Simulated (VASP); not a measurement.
Input of a VASP 6.6.1 run:

POSCAR

```
NaH
1.0
    0.0000000000      2.4400000000      2.4400000000
    2.4400000000      0.0000000000      2.4400000000
    2.4400000000      2.4400000000      0.0000000000
Na H
1 1
Direct
   -0.0125970000      0.0013660000      0.0060060000
    0.5005580000      0.4984190000      0.5048660000
```

Contents of INCAR.step1:

```
SYSTEM = NaH
ALGO = Normal
EDIFF = 1E-4
ENCUT = 520
GGA = PE
ISMEAR = 1
LASPH = .TRUE.
LCHARG = .FALSE.
LREAL = .FALSE.
LWAVE = .TRUE.
NBANDS = 11
NELM = 60
PREC = Accurate
SIGMA = 0.005
```

File INCAR.step2:

```
SYSTEM = NaH
ALGO = Normal
EDIFF = 1E-6
ENCUT = 520
ISIF = 2
ISMEAR = 1
ISTART = 1
LASPH = .TRUE.
LCHARG = .FALSE.
LMIXTAU = .TRUE.
LREAL = .FALSE.
LWAVE = .FALSE.
METAGGA = R2SCAN
NBANDS = 11
NELM = 60
PREC = Accurate
SIGMA = 0.005
```

File KPOINTS:

```
k-points
0
G
  7 7 7
  0 0 0
```

Potentials or basis: VASP PAW PBE potentials, release 64 (Na_pv, H).

The run is started by

```bash
$ cat potpaw_PBE.64/Na_pv/POTCAR potpaw_PBE.64/H/POTCAR > POTCAR
$ cp INCAR.step1 INCAR
$ mpirun -np 1 vasp_std > vasp.out
$ cp INCAR.step2 INCAR
$ mpirun -np 1 vasp_std > vasp.out
```

Estimate the pressure.

-1.3 GPa.

Estimate the largest force.

0.034 eV/Å.

Forces on the atoms (eV/Å):
```
Na  -0.008  0.026  0.021
H    0.008 -0.026 -0.021
```

Caveat: the PAW data sets were made with another functional, which shifts forces and pressure a little.
